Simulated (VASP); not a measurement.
# TaN (P-62m) in VASP: further runs, part 2 of 2

VASP 6.6.1. Earlier steps stand in the parts before.

### 3 Single point, PBE+U, collinear spin

INCAR reads:

```
SYSTEM = TaN
PREC     = Accurate       ! precision mode
ENCUT    = 520            ! plane-wave cutoff, eV
EDIFF    = 1E-6           ! SCF threshold, eV
ISMEAR   = 0              ! smearing method
SIGMA    = 0.05           ! smearing width, eV
LREAL    = .False.        ! projectors in reciprocal space
LASPH    = .True.         ! aspherical terms in the spheres
NELM     = 150            ! most SCF steps
ALGO     = Normal         ! electronic algorithm
ISIF     = 2              ! what is computed and relaxed
LWAVE    = .False.        ! write WAVECAR
LCHARG   = .False.        ! write CHGCAR
ISPIN    = 2              ! spin polarisation
MAGMOM   = 0 0 0.02 0 0 0 ! initial moments
LORBIT   = 11             ! projections on sites
LMAXMIX  = 4              ! l up to which the mixer works
LDAU     = .True.         ! DFT+U
LDAUTYPE = 2            
LDAUL    = 2 -1           ! shell
LDAUU    = 6 0            ! U, eV
LDAUJ    = 0 0          
LDAUPRINT= 1            
GGA      = PE             ! functional
NBANDS   = 37             ! bands
```

KPOINTS reads:

```
regular mesh
0
Gamma
  4 4 6
  0 0 0
```

POSCAR reads:

```
TaN
1.0
    5.1960001500      0.0000000000      0.0000000000
   -2.5980000800      4.4998681300      0.0000000000
    0.0000000000      0.0000000000      2.9109996000
Ta N
3 3
Direct
    0.3333333333      0.6666666667      0.5000000000
    0.6666666667      0.3333333333      0.5000000000
    0.0000000000      0.0000000000      0.0000000000
    0.3928500000      0.0000000000      0.0000000000
    0.6071500000      0.6071500000      0.0000000000
    0.0000000000      0.3928500000      0.0000000000
```

Potentials or basis: VASP PAW PBE potentials, release 64 (Ta_pv, N).

The run is started by

```
> cat potpaw_PBE.64/Ta_pv/POTCAR potpaw_PBE.64/N/POTCAR > POTCAR
> mpirun -np 1 vasp_std > vasp.out
```

Run time: 58 s. Hardware: 1 thread of AMD EPYC 9R45 (Zen 5), shared host; peak memory 0.22 GiB.

It converged, with:

- Free energy: -51.5045 eV
- Pressure: 24.6 GPa
- Largest force: 0.415 eV/Å
- Band gap on the k mesh: zero (filled and empty bands overlap)
- Net moment: 0.00 μB per cell
- Valence electrons inside the program's atomic spheres: Ta 8.75, 8.79; N 3.85

Forces in eV/Å, atoms in the order of the input:
```
Ta   0.000  0.000  0.000
Ta   0.000  0.000  0.000
Ta   0.000  0.000  0.000
N    0.415  0.000  0.000
N   -0.208 -0.360  0.000
N   -0.208  0.360  0.000
```

Stress tensor (GPa, compression positive):
```
23.41  0.00  0.00
 0.00 23.41  0.00
 0.00  0.00 26.98
```

Levels at points of the mesh, in eV from the Fermi level:
Spin up:
```
           k point  band 22  band 23  band 24  band 25  band 26  band 27
(0.00, 0.00, 0.00)    -3.86    -2.24    -0.96    -0.96     0.92     0.92
(0.50, 0.00, 0.00)    -4.18    -3.20    -2.77     1.12     1.88     2.20
(0.00, 0.00, 0.50)    -2.95    -2.95     1.58     2.15     2.15     2.20
(0.50, 0.00, 0.50)    -3.36    -2.30    -0.89     0.55     1.35     3.24
```
Spin down:
| k point | band 22 | band 23 | band 24 | band 25 | band 26 | band 27 |
| --- | --- | --- | --- | --- | --- | --- |
| (0.00, 0.00, 0.00) | -3.86 | -2.24 | -0.96 | -0.96 | 0.92 | 0.92 |
| (0.50, 0.00, 0.00) | -4.18 | -3.20 | -2.77 | 1.12 | 1.88 | 2.20 |
| (0.00, 0.00, 0.50) | -2.95 | -2.95 | 1.58 | 2.15 | 2.15 | 2.20 |
| (0.50, 0.00, 0.50) | -3.36 | -2.30 | -0.89 | 0.55 | 1.35 | 3.24 |

Eigenvalues of the final occupation matrices:
```
    site  spin  trace               eigenvalues
site 1 d     1   1.10  0.20 0.20 0.21 0.21 0.28
site 1 d     2   1.10  0.20 0.20 0.21 0.21 0.28
site 2 d     1   1.10  0.20 0.20 0.21 0.21 0.28
site 2 d     2   1.10  0.20 0.20 0.21 0.21 0.28
site 3 d     1   1.11  0.17 0.17 0.22 0.22 0.33
site 3 d     2   1.11  0.17 0.17 0.22 0.22 0.33
```

Caveat: spin-orbit coupling is left out, which moves the levels of the heavy elements.

### 4 Single point, PBE+U, collinear spin

INCAR reads:

```
  PREC = Accurate
  ENCUT = 520
  EDIFF = 1E-7
  ISMEAR = 0
  SIGMA = 0.05
  LREAL = False
  LASPH = True
  NELM = 150
  ALGO = Normal
  ISIF = 2
  LWAVE = False
  LCHARG = False
  ISPIN = 2
  MAGMOM = 0 0 -0.02 0 0 0
  LORBIT = 11
  LMAXMIX = 4
  LDAU = True
  LDAUTYPE = 2
  LDAUL = 2 -1
  LDAUU = 6 0
  LDAUJ = 0 0
  LDAUPRINT = 1
  GGA = PE
  NBANDS = 37
```

KPOINTS reads:

```
Automatic mesh
0
Gamma
  4 4 6
```

POSCAR is that of step 3.

Potentials or basis: VASP PAW PBE potentials, release 64 (Ta_pv, N).

The run is started by

```
> cat potpaw_PBE.64/Ta_pv/POTCAR potpaw_PBE.64/N/POTCAR > POTCAR
> mpirun -np 1 vasp_std > vasp.out
```

OUTCAR:

```text
PREC = Accurate
   ENCUT = 520
   EDIFF = 1E-7
   ISMEAR = 0
   LREAL = False
   LASPH = True
   NELM = 150
   ISIF = 2
   ISPIN = 2
   LORBIT = 11
   GGA = PE

 ion  position               nearest neighbor table
   1  0.333  0.667  0.500-   6 2.16   6 2.16   5 2.16   5 2.16   4 2.16   4 2.16   2 3.00   2 3.00
                             2 3.00   3 3.33   3 3.33   3 3.33   3 3.33   3 3.33   3 3.33
   2  0.667  0.333  0.500-   6 2.16   6 2.16   4 2.16   4 2.16   5 2.16   5 2.16   1 3.00   1 3.00
                             1 3.00   3 3.33   3 3.33   3 3.33   3 3.33   3 3.33   3 3.33
   3  0.000  0.000  0.000-   5 2.04   4 2.04   6 2.04   2 3.33   2 3.33   1 3.33   1 3.33   1 3.33
                             2 3.33   2 3.33   1 3.33   2 3.33   2 3.33   1 3.33   1 3.33
   4  0.393  0.000  0.000-   3 2.04   2 2.16   2 2.16   1 2.16   1 2.16
   5  0.607  0.607  0.000-   3 2.04   1 2.16   1 2.16   2 2.16   2 2.16
   6  0.000  0.393  0.000-   3 2.04   2 2.16   2 2.16   1 2.16   1 2.16

[... 1586 lines left out ...]
      2.04125      0.00000      0.00000         0.415300     -0.000000      0.000000
      1.57738      2.73209      0.00000        -0.207650     -0.359660     -0.000000
     -1.02062      1.76777      0.00000        -0.207650      0.359660      0.000000
 -----------------------------------------------------------------------------------
    total drift:                               -0.000002     -0.000003      0.000000

  FREE ENERGIE OF THE ION-ELECTRON SYSTEM (eV)
  ---------------------------------------------------
  free  energy   TOTEN  =       -51.5045267102 eV

  energy  without entropy=      -51.5012961184  energy(sigma->0) =      -51.50291141

 total charge

# of ion       s       p       d       tot
------------------------------------------
    1        0.315   6.291   2.149   8.754
    2        0.315   6.291   2.149   8.754
    3        0.364   6.258   2.170   8.792
    4        1.241   2.610   0.000   3.851
    5        1.241   2.610   0.000   3.851
    6        1.241   2.610   0.000   3.851
--------------------------------------------------
tot          4.717  26.670   6.467  37.854

 magnetization (x)

# of ion       s       p       d       tot
------------------------------------------
    1       -0.000  -0.000  -0.000  -0.000
    2       -0.000  -0.000  -0.000  -0.000
    3       -0.000   0.000   0.000   0.000
    4        0.000   0.000   0.000   0.000
    5        0.000   0.000   0.000   0.000
    6        0.000   0.000   0.000   0.000
--------------------------------------------------
tot         -0.000   0.000  -0.000  -0.000
```

stdout:

```text
POSCAR found type information on POSCAR TaN
 POSCAR found :  2 types and       6 ions
 scaLAPACK will be used
 LDA part: xc-table for (Slater+PW92), standard interpolation
 POSCAR, INCAR and KPOINTS ok, starting setup
 FFT: planning ... GRIDC
 FFT: planning ... GRID_SOFT
 FFT: planning ... GRID
 WAVECAR not read
 entering main loop
```

Wall time 61 s (1 thread of AMD EPYC 9R45 (Zen 5), shared host); peak memory 0.21 GiB.

Results:

```
Free energy                                           : -51.5045 eV
Pressure                                              : 24.6 GPa
Largest force                                         : 0.415 eV/Å
Band gap on the k mesh                                : zero (filled and empty bands overlap)
Net moment                                            : 0.00 μB per cell
Valence electrons inside the program's atomic spheres : Ta 8.75, 8.79; N 3.85
```

Forces on the atoms (eV/Å):
```
Ta   0.000  0.000  0.000
Ta   0.000  0.000  0.000
Ta   0.000  0.000  0.000
N    0.415  0.000  0.000
N   -0.208 -0.360  0.000
N   -0.208  0.360  0.000
```

Stress tensor (GPa, compression positive):
```
23.41  0.00  0.00
 0.00 23.41  0.00
 0.00  0.00 26.97
```

Eigenvalues of the final occupation matrices:
```
    site  spin  trace               eigenvalues
site 1 d     1   1.10  0.20 0.20 0.21 0.21 0.28
site 1 d     2   1.10  0.20 0.20 0.21 0.21 0.28
site 2 d     1   1.10  0.20 0.20 0.21 0.21 0.28
site 2 d     2   1.10  0.20 0.20 0.21 0.21 0.28
site 3 d     1   1.11  0.17 0.17 0.22 0.22 0.33
site 3 d     2   1.11  0.17 0.17 0.22 0.22 0.33
```

Caveat: spin-orbit coupling is left out, which moves the levels of the heavy elements.
